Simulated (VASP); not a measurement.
Input of a VASP 6.6.1 run:

The input INCAR:

```
  ALGO = Fast
  EDIFF = 1E-6
  ENCUT = 520
  GGA = PS
  ISIF = 2
  ISMEAR = 0
  LASPH = True
  LCHARG = False
  LREAL = False
  LWAVE = False
  NBANDS = 20
  NELM = 100
  PREC = Accurate
  SIGMA = 0.15
```

Contents of KPOINTS:

```
k-points
0
Gamma
  18 18 10
```

File POSCAR:

```
Tl
1.0
    3.4559983565      0.0000000000      0.0000000000
   -1.7279991783      2.9929823722      0.0000000000
    0.0000000000      0.0000000000      5.0830000000
Tl
2
Direct
    0.3333333333      0.6666666667      0.2500000000
    0.6666666667      0.3333333333      0.7500000000
```

Potentials or basis: VASP PAW PBE potentials, release 64 (Tl_d).

Command:

```bash
$ cat potpaw_PBE.64/Tl_d/POTCAR > POTCAR
$ mpirun -np 1 vasp_std > vasp.out
```

(1) What does it give for the pressure?

(2) What does it give for the band gap on the k mesh?

Results:

(1) 4.2 GPa.

(2) zero (band 13 reaches 12.34 eV, above the bottom of band 14 at 4.73 eV).

Caveat: the cell differs from its parent crystal (strain +0.000 along x and y, -0.080 along z); the PAW data sets were made with another functional, which shifts forces and pressure a little; spin-orbit coupling is left out, which moves the levels of the heavy elements.
